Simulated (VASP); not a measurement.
A run of VASP 6.6.1 is set up as follows.

File INCAR:

```
ALGO = Normal
EDIFF = 1E-6
ENCUT = 520
GGA = PE
ISIF = 2
ISMEAR = 0
LASPH = T
LCHARG = T
LELF = T
LREAL = F
LVHAR = T
LWAVE = F
NBANDS = 18
NELM = 80
PREC = Accurate
SIGMA = 0.1
```

The input KPOINTS:

```
k-points
0
Gamma
  6 6 6
```

Contents of POSCAR:

```
LiCl
1.0
    1.7598426627     -6.8720858908      0.0000000000
    1.7598426627      6.8720858908      0.0000000000
    0.0000000000      0.0000000000      3.5284677440
Li Cl
2 2
Direct
    0.8297047092      0.1702952908      0.7500000000
    0.1702952908      0.8297047092      0.2500000000
    0.6499544900      0.3500455100      0.7500000000
    0.3500455100      0.6499544900      0.2500000000
```

Potentials or basis: VASP PAW PBE potentials, release 64 (Li_sv, Cl).

Launch:

```sh
$ cat potpaw_PBE.64/Li_sv/POTCAR potpaw_PBE.64/Cl/POTCAR > POTCAR
$ mpirun -np 1 vasp_std > vasp.out
```

What does it give for the band gap on the k mesh?

5.67 eV (least direct gap 5.83 eV).

Forces on the atoms (eV/Å):
```
Li   0.000 -0.001  0.000
Li   0.000  0.001  0.000
Cl   0.000 -0.002  0.000
Cl   0.000  0.002  0.000
```

 A k mesh can miss the band edges.
